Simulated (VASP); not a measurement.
Crystal: Zn3MoAs4.

```
Zn Mo As
1.0
     5.55201    0.00000    0.00000
     0.00000    5.55201    0.00000
     0.00000    0.00000    5.55201
Zn Mo As
3 1 4
Direct
  0.00000 0.00000 0.50000
  0.00000 0.50000 0.00000
  0.50000 0.00000 0.00000
  0.50000 0.50000 0.50000
  0.00000 0.00000 0.00000
  0.50000 0.50000 0.00000
  0.50000 0.00000 0.50000
  0.00000 0.50000 0.50000
```

* Program: VASP 6.6.1
* Task: relaxation of cell and atoms
* Functional: PBE
* Potentials or basis: VASP PAW PBE potentials, release 64 (Zn, Mo_sv, As)
* Cutoff: 600 eV
* k mesh: 4 × 4 × 4
* Occupations: gaussian, width 0.1 eV
* Spin: no spin polarisation

At the start: pressure -10.3 GPa; volume 21.39 Å³/atom.

Q: How do energy, volume and symmetry change on relaxing?

A: Over 3 steps the energy falls by 118.0 meV/atom and the volume is 18.23 Å³/atom (-14.8 %); space group Pm-3m (No. 221, to 0.05 Å).

Step by step:
```tsv
step	energy change (eV)	largest force (eV/Å)	pressure (GPa)	volume (Å³)
1	0.0000	0.0000	-10.28	171.14
2	-0.8508	0.0000	4.78	139.34
3	-0.9438	0.0000	0.02	145.85
```

Final structure:
```xyz
8
Lattice="5.2638 0.0000 0.0000 0.0000 5.2638 0.0000 0.0000 0.0000 5.2638" Properties=species:S:1:pos:R:3 pbc="T T T"
Zn    0.0000    0.0000    2.6319
Zn    0.0000    2.6319    0.0000
Zn    2.6319    0.0000    0.0000
Mo    2.6319    2.6319    2.6319
As    0.0000    0.0000    0.0000
As    2.6319    2.6319    0.0000
As    2.6319    0.0000    2.6319
As    0.0000    2.6319    2.6319
```
